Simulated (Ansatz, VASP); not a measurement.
One calculation of Hf, two programs

```xyz
1
Lattice="2.9006 0.0000 0.0000 0.0000 2.9006 0.0000 0.0000 0.0000 2.9006" Properties=species:S:1:pos:R:3 pbc="T T T"
Hf    0.0000    0.0000    0.0000
```

Alike in both runs: task single point; functional revPBE; k mesh 12 × 12 × 12; occupations fermi-dirac, width 0.1 eV; no spin polarisation.

```csv
,VASP,Ansatz
version,VASP 6.6.1,Ansatz 0.2.0
potentials or method,"VASP PAW PBE potentials, release 64 (Hf_pv), cutoff 520 eV","plane waves (420 eV) with PAW, scalar-relativistic"
valence electrons in the cell,10,26
```

VASP gave:

- pressure (GPa): 2.9

Estimate Ansatz's values.

pressure (GPa): 3.2.

VASP's potentials were made for PBE, not for revPBE. VASP's potentials hold 10 valence electrons a cell and Ansatz's 26, so a difference there can come from the potentials and not from the codes.

Neither program's run includes spin-orbit coupling.
